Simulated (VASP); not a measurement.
# Mn (Im-3m) in VASP: notebook

Runs on Mn. Level: PBE. Tasks: single point.

All numbers are computed with VASP 6.6.1; they aren't measurements. Logs are shortened: lines on timing, memory, paths and dates and some standing lists are left out, and cuts for length are marked.

## 1. The cell of the first run

The structure is cubic, space group Im-3m (No. 229). Conventional cell: a = 3.081 Å, b = 3.081 Å, c = 3.081 Å, α = 90.00°, β = 90.00°, γ = 90.00°. Within 3.5 Å of Mn (site symmetry m-3m) lie 14 Mn at 2.67 to 3.08 Å.

## 2. Single point, PBE, collinear spin, antiferromagnetic start

Contents of INCAR:

```
SYSTEM = Mn
PREC = Accurate
ENCUT = 520
EDIFF = 1E-7
ISMEAR = -1
SIGMA = 0.05
LREAL = .FALSE.
LASPH = .TRUE.
NELM = 150
ALGO = Normal
ISIF = 2
LWAVE = .FALSE.
LCHARG = .FALSE.
ISPIN = 2
MAGMOM = 4 -4
LORBIT = 11
LMAXMIX = 4
GGA = PE
NBANDS = 24
```

Contents of KPOINTS:

```
regular mesh
0
G
  9 9 9
  0 0 0
```

Contents of POSCAR:

```
Mn
1.0
    3.0810000000      0.0000000000      0.0000000000
    0.0000000000      3.0810000000      0.0000000000
    0.0000000000      0.0000000000      3.0810000000
Mn
2
Direct
    0.0000000000      0.0000000000      0.0000000000
    0.5000000000      0.5000000000      0.5000000000
```

Potentials or basis: VASP PAW PBE potentials, release 64 (Mn_pv).

The run is started by

```sh
$ cat potpaw_PBE.64/Mn_pv/POTCAR > POTCAR
$ mpirun -np 1 vasp_std > vasp.out
```

OUTCAR:

```text
SYSTEM = Mn
   PREC = Accurate
   ENCUT = 520
   EDIFF = 1E-7
   ISMEAR = -1
   LREAL = .FALSE.
   LASPH = .TRUE.
   NELM = 150
   ISIF = 2
   ISPIN = 2
   LORBIT = 11
   GGA = PE

 ion  position               nearest neighbor table
   1  0.000  0.000  0.000-   2 2.67   2 2.67   2 2.67   2 2.67   2 2.67   2 2.67   2 2.67   2 2.67

   2  0.500  0.500  0.500-   1 2.67   1 2.67   1 2.67   1 2.67   1 2.67   1 2.67   1 2.67   1 2.67

  LATTYP: Found a simple cubic cell.
 ALAT       =     3.0810000000

  Lattice vectors:

 A1 = (   3.0810000000,   0.0000000000,   0.0000000000)
 A2 = (   0.0000000000,   3.0810000000,   0.0000000000)
 A3 = (   0.0000000000,   0.0000000000,   3.0810000000)

Analysis of symmetry for initial positions (statically):
=====================================================================
 Subroutine PRICEL returns following result:

  LATTYP: Found a body centered cubic cell.
 ALAT       =     3.0810000000

  Lattice vectors:

 A1 = (   1.5405000000,   1.5405000000,  -1.5405000000)
 A2 = (  -1.5405000000,   1.5405000000,   1.5405000000)
 A3 = (   1.5405000000,  -1.5405000000,   1.5405000000)

   2 primitive cells build up your supercell.

 Routine SETGRP: Setting up the symmetry group for a
 simple cubic supercell.

 Subroutine GETGRP returns: Found 48 space group operations
 (whereof 48 operations were pure point group operations)
 out of a pool of 48 trial point group operations.

The static configuration has the point symmetry O_h .

Analysis of symmetry for dynamics (positions and initial velocities):
=====================================================================
 Subroutine PRICEL returns following result:

  LATTYP: Found a body centered cubic cell.
 ALAT       =     3.0810000000

  Lattice vectors:

 A1 = (   1.5405000000,   1.5405000000,  -1.5405000000)
 A2 = (  -1.5405000000,   1.5405000000,   1.5405000000)
 A3 = (   1.5405000000,  -1.5405000000,   1.5405000000)

   2 primitive cells build up your supercell.

 Routine SETGRP: Setting up the symmetry group for a
 simple cubic supercell.

 Subroutine GETGRP returns: Found 48 space group operations
 (whereof 48 operations were pure point group operations)
 out of a pool of 48 trial point group operations.

The dynamic configuration has the point symmetry O_h .

Analysis of structural, dynamic, and magnetic symmetry:
=====================================================================
 Subroutine PRICEL returns following result:

  LATTYP: Found a body centered cubic cell.
 ALAT       =     3.0810000000

  Lattice vectors:

 A1 = (   1.5405000000,   1.5405000000,  -1.5405000000)
 A2 = (  -1.5405000000,   1.5405000000,   1.5405000000)
 A3 = (   1.5405000000,  -1.5405000000,   1.5405000000)

   2 primitive cells build up your supercell.

 Routine SETGRP: Setting up the symmetry group for a
 simple cubic supercell.

 Subroutine GETGRP returns: Found 48 space group operations
 (whereof 48 operations were pure point group operations)
 out of a pool of 48 trial point group operations.

The overall configuration has the point symmetry O_h .

 Subroutine INISYM returns: Found 48 space group operations
 (whereof 48 operations are pure point group operations),
 and found     2 'primitive' translations

----------------------------------------------------------------------------------------

                                     Primitive cell

  volume of cell :      14.6233

  direct lattice vectors                    reciprocal lattice vectors
     1.540500000  1.540500000 -1.540500000     0.324569945  0.324569945  0.000000000
    -1.540500000  1.540500000  1.540500000     0.000000000  0.324569945  0.324569945
     1.540500000 -1.540500000  1.540500000     0.324569945  0.000000000  0.324569945

  length of vectors
     2.668224269  2.668224269  2.668224269     0.459011218  0.459011218  0.459011218

  position of ions in fractional coordinates (direct lattice)
     0.000000000  0.000000000  0.000000000

  ion indices of the primitive-cell ions
   primitive index   ion index
                 1           1

----------------------------------------------------------------------------------------

 KPOINTS: regular mesh

Automatic generation of k-mesh.
 Grid dimensions read from file:
 generate k-points for:    9    9    9

 Generating k-lattice:

  Cartesian coordinates                     Fractional coordinates (reciprocal lattice)
     0.036063327  0.000000000  0.000000000     0.111111111  0.000000000  0.000000000
     0.000000000  0.036063327  0.000000000     0.000000000  0.111111111  0.000000000
     0.000000000  0.000000000  0.036063327     0.000000000  0.000000000  0.111111111

  Length of vectors
     0.036063327  0.036063327  0.036063327

  Shift w.r.t. Gamma in fractional coordinates (k-lattice)
     0.000000000  0.000000000  0.000000000

 Subroutine IBZKPT returns following result:
 ===========================================

 Found     35 irreducible k-points:

 Following reciprocal coordinates:
            Coordinates               Weight
  0.000000  0.000000  0.000000      1.000000
  0.111111  0.000000  0.000000      6.000000
  0.222222  0.000000  0.000000      6.000000
  0.333333  0.000000  0.000000      6.000000
  0.444444  0.000000  0.000000      6.000000
  0.111111  0.111111  0.000000     12.000000
[... 16 lines left out ...]
  0.333333  0.333333  0.111111     24.000000
  0.444444  0.333333  0.111111     48.000000
 [... further k-points ...]
   k-points           NKPTS =     35   k-points in BZ     NKDIM =     35   number of bands    NBANDS=     24
   number of dos      NEDOS =    301   number of ions     NIONS =      2
   total plane-waves  NPLWV =  13824
   dimension x,y,z NGX =    24 NGY =   24 NGZ =   24
   dimension x,y,z NGXF=    48 NGYF=   48 NGZF=   48
   ions per type =               2
   NGX,Y,Z   is equivalent  to a cutoff of  12.95, 12.95, 12.95 a.u.
   NGXF,Y,Z  is equivalent  to a cutoff of  25.90, 25.90, 25.90 a.u.
 SYSTEM =  Mn
   PREC   = accura    normal or accurate (medium, high low for compatibility)
   ISTART =      0    job   : 0-new  1-cont  2-samecut
   ICHARG =      2    charge: 1-file 2-atom 10-const
   ISPIN  =      2    spin polarized calculation?
   LNONCOLLINEAR =      F non collinear calculations
   LSORBIT =      F    spin-orbit coupling
   LASPH  =      T    aspherical Exc in radial PAW
   ENCUT  =  520.0 eV  38.22 Ry    6.18 a.u.   5.73  5.73  5.73*2*pi/ulx,y,z
   NELM   =    150;   NELMIN=  2; NELMDL= -5     # of ELM steps
   EDIFF  = 0.1E-06   stopping-criterion for ELM
   LREAL  =      F    real-space projection
   EDIFFG = 0.1E-05   stopping-criterion for IOM
   NSW    =      0    number of steps for IOM
   IBRION =     -1    ionic relax: 0-MD 1-quasi-New 2-CG
   NFREE  =      0    steps in history (QN), initial steepest desc. (CG)
   ISIF   =      2    stress and relaxation
   ISYM   =      2    0-nonsym 1-usesym 2-fastsym
   POTIM  = 0.5000    time-step for ionic-motion
   TEBEG  =    0.0;   TEEND  =   0.0 temperature during run
   PSTRESS=    0.0 pullay stress
   NELECT =      26.0000    total number of electrons
   NUPDOWN=      -1.0000    fix difference up-down
   EMIN   =  10.00;   EMAX   =-10.00  energy-range for DOS
   EFERMI =   0.00;   METHOD = LEGACY
   ISMEAR =    -1;   SIGMA  =   0.05  broadening in eV -4-tet -1-fermi 0-gaus
   EFERMI_NEDOS =   21; number of points for ismear=-14 and -15
   IALGO  =     38    algorithm
   IMIX   =      4    mixing-type and parameters
     AMIX     =   0.40;   BMIX     =  1.00
     AMIX_MAG =   1.60;   BMIX_MAG =  1.00
  volume/ion in A,a.u.               =      14.62        98.68
  Fermi-wavevector in a.u.,A,eV,Ry     =   1.574131  2.974677 33.713725  2.477889
  Thomas-Fermi vector in A             =   2.675311
   LORBIT       =     11    0 simple, 1 ext, 2 COOP (PROOUT), +10 PAW based schemes
   GGA     = PE    functional components
   LHFCALC =     F    Hartree Fock is set to
   AEXX    =    0.0000 exact exchange contribution
   IVDW    =     0    specifies the selected vdW correction
   LEPSILON=     F    determine dielectric tensor
   LRPA    =     F    only Hartree local field effects (RPA)
 spin polarized calculation
  energy-cutoff  :      520.00
  volume of cell :       29.25
 maximum number of plane-waves:       808
 NGX is ok and might be reduce to    24
   NGX = 11   NGY = 11   NGZ = 11

 number of electron      25.9999986 magnetization      -0.0000000

 number of electron      25.9999986 magnetization       0.0000000

 Free energy of the ion-electron system (eV)
  ---------------------------------------------------
  ext. energy  EPLUGINS =         0.00000000
  ---------------------------------------------------
  free energy    TOTEN  =       -17.42233746 eV

  energy without entropy =      -17.39208248  energy(sigma->0) =      -17.40720997

 E-fermi :   7.6995     XC(G=0): -12.1633

 val. band max:        7.6793284124   @ k =   0.3333   0.3333   0.2222
 cond. band min:       7.7043174284   @ k =   0.3333   0.2222   0.1111
 fundamental gap:      0.0249890161
 Fermi energy:         7.6994786128

 spin component 1

 k-point     1 :       0.0000    0.0000    0.0000
  band No.  band energies     occupation
      1     -42.2567      1.00000
      2     -42.2567      1.00000
      3     -42.2567      1.00000
      4     -38.8213      1.00000
      5     -38.8213      1.00000
      6     -38.8213      1.00000
[... 637 lines left out ...]
     23      23.8549      0.00000
     24      24.5709      0.00000

 [... further k-points ...]

 spin component 2

 k-point     1 :       0.0000    0.0000    0.0000
  band No.  band energies     occupation
      1     -42.2567      1.00000
      2     -42.2567      1.00000
      3     -42.2567      1.00000
      4     -38.8213      1.00000
      5     -38.8213      1.00000
      6     -38.8213      1.00000
[... 637 lines left out ...]
     23      23.8549      0.00000
     24      24.5709      0.00000

 [... further k-points ...]

------------------------ aborting loop because EDIFF is reached ----------------------------------------

  FORCE on cell =-STRESS in cart. coord.  units (eV):
  Direction    XX          YY          ZZ          XY          YZ          ZX
  --------------------------------------------------------------------------------------
  -------------------------------------------------------------------------------------
  Total       -1.6055553     -1.6055553     -1.6055553      0.0000000      0.0000000     -0.0000000
  in kB      -87.9550451    -87.9550451    -87.9550451      0.0000000      0.0000000     -0.0000000
  external PRESSURE =     -87.9550451 kB  Pullay stress =       0.0000000 kB

 VOLUME and BASIS-vectors are now :
 -----------------------------------------------------------------------------
  energy-cutoff  :      520.00
  volume of cell :       29.25
      direct lattice vectors                 reciprocal lattice vectors
     3.081000000  0.000000000  0.000000000     0.324569945  0.000000000  0.000000000
     0.000000000  3.081000000  0.000000000     0.000000000  0.324569945  0.000000000
     0.000000000  0.000000000  3.081000000     0.000000000  0.000000000  0.324569945

 POSITION                                       TOTAL-FORCE (eV/Angst)
 -----------------------------------------------------------------------------------
      0.00000      0.00000      0.00000         0.000000      0.000000      0.000000
      1.54050      1.54050      1.54050        -0.000000     -0.000000     -0.000000
 -----------------------------------------------------------------------------------
    total drift:                                0.000000      0.000000     -0.000000

  FREE ENERGIE OF THE ION-ELECTRON SYSTEM (eV)
  ---------------------------------------------------
  free  energy   TOTEN  =       -17.4223374554 eV

  energy  without entropy=      -17.3920824783  energy(sigma->0) =      -17.40720997

 total charge

# of ion       s       p       d       tot
------------------------------------------
    1        0.349   6.265   4.922  11.537
    2        0.349   6.265   4.922  11.537
--------------------------------------------------
tot          0.698  12.531   9.845  23.074

 magnetization (x)

# of ion       s       p       d       tot
------------------------------------------
    1        0.055   0.039   3.181   3.275
    2       -0.055  -0.039  -3.181  -3.275
--------------------------------------------------
tot          0.000   0.000   0.000   0.000
```

It took 38 s on 1 thread of Intel Xeon Platinum 8259CL at 2.50GHz (Skylake/Cascade Lake), shared host; peak memory 0.16 GiB.

Results:

```
Free energy                                           : -17.4223 eV
Pressure                                              : -8.8 GPa
Band gap on the k mesh                                : zero (filled and empty bands overlap)
Net moment                                            : 0.00 μB per cell
Site moments                                          : Mn +3.27, -3.27 μB
Valence electrons inside the program's atomic spheres : Mn 11.54
```

## 3. Single point, PBE, collinear spin, antiferromagnetic start

Contents of INCAR:

```
  ALGO = Normal
  EDIFF = 1E-6
  ENCUT = 520
  GGA = PE
  ISIF = 2
  ISMEAR = -1
  ISPIN = 2
  LASPH = T
  LCHARG = F
  LMAXMIX = 4
  LORBIT = 11
  LREAL = F
  LWAVE = F
  MAGMOM = 4 -4
  NBANDS = 24
  NELM = 150
  PREC = Accurate
  SIGMA = 0.05
```

Contents of KPOINTS:

```
k-points
0
Gamma
  9 9 9
```

POSCAR is that of step 2.

Potentials or basis: VASP PAW PBE potentials, release 64 (Mn_pv).

The run is started by

```sh
$ cat potpaw_PBE.64/Mn_pv/POTCAR > POTCAR
$ mpirun -np 1 vasp_std > vasp.out
```

Wall time 37 s (1 thread of Intel Xeon Platinum 8259CL at 2.50GHz (Skylake/Cascade Lake), shared host); peak memory 0.16 GiB.

The run converged. Its results:

```yaml
Free_energy: -17.4223 eV
Pressure: -8.9 GPa
Band_gap_on_the_k_mesh: zero (filled and empty bands overlap)
Net_moment: 0.00 μB per cell
Site_moments: Mn +3.27, -3.27 μB
Valence_electrons_inside_the_program's_atomic_spheres: Mn 11.54
```

Levels at points of the mesh, in eV from the Fermi level:
Spin up:
```csv
k point,band 10,band 11,band 12,band 13,band 14,band 15,band 16,band 17
"(0.00, 0.00, 0.00)",-2.12,-2.12,-2.12,0.53,0.53,1.54,1.54,1.54
```
Spin down:
```csv
k point,band 9,band 10,band 11,band 12,band 13,band 14,band 15,band 16,band 17,band 18
"(0.00, 0.00, 0.00)",-4.01,-2.12,-2.12,-2.12,0.53,0.53,1.54,1.54,1.54,7.68
```
